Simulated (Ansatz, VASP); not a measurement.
## FePt: VASP beside Ansatz

Contents of INCAR:

```
  PREC = Accurate
  ENCUT = 520
  EDIFF = 1E-7
  ISMEAR = -1
  SIGMA = 0.05
  LREAL = F
  LASPH = T
  NELM = 150
  ALGO = Normal
  ISIF = 2
  LWAVE = F
  LCHARG = T
  ISPIN = 2
  MAGMOM = 0 3
  LORBIT = 11
  LMAXMIX = 4
  GGA = CA
  LELF = T
  LVHAR = T
  NBANDS = 20
```

Contents of KPOINTS:

```
Automatic mesh
0
Gamma
  10 10 7
```

POSCAR

```
FePt
1.0
    2.7235000000      0.0000000000      0.0000000000
    0.0000000000      2.7235000000      0.0000000000
    0.0000000000      0.0000000000      3.7200000000
Pt Fe
1 1
Direct
    0.5000000000      0.5000000000      0.5000000000
    0.0000000000      0.0000000000      0.0000000000
```

The input input.yaml:

```yaml
crystal:
  lattice:
    - [2.7235, 0.0, 0.0]
    - [0.0, 2.7235, 0.0]
    - [0.0, 0.0, 3.72]
  atoms:
    - { symbol: Pt, position: [0.5, 0.5, 0.5] }
    - { symbol: Fe, position: [0.0, 0.0, 0.0], spin: 3.0 }
kpoints:
  mp_grid: { grid: [10, 10, 7] }
scf:
  occupations: { method: fermi_dirac, width: 0.05 }
hamiltonian:
  xc: lda
  pseudopotentials: { kind: all_electron, lapw: { basis_error: 0.001 } }
magnetization:
  spin_polarized: true
output:
  forces: true
  stress: true
  eigenvalues: true
```

Alike in both runs: task single point; functional LDA; k mesh 10 × 10 × 7; occupations fermi-dirac, width 0.05 eV; collinear spin.

```csv
,VASP,Ansatz
version,VASP 6.6.1,Ansatz 0.2.0
potentials or method,"VASP PAW LDA potentials, release 64 (Pt, Fe), cutoff 520 eV","all-electron LAPW, scalar-relativistic"
```

```csv
,VASP,Ansatz,Ansatz less VASP
gap on the k mesh at the Fermi level (eV),none,none,-
pressure (GPa),-12.7,-12.7,-0.01
"traceless stress, the component that is largest in VASP (GPa)",0.90,0.84,-0.061
net moment per atom (μB),1.60,1.61,+0.012
size of the moment on the site where the two differ most (μB),2.80,2.88,+0.083
```

LDA's correlation is that of Perdew and Zunger in VASP and of Perdew and Wang (1992) in Ansatz. Site moments also hang on the region over which each program counts them. A gap of «none» marks a metal or a gap that the smearing closes. Ansatz ran all-electron here, and VASP with PAW potentials.

Spin-orbit coupling is off throughout.
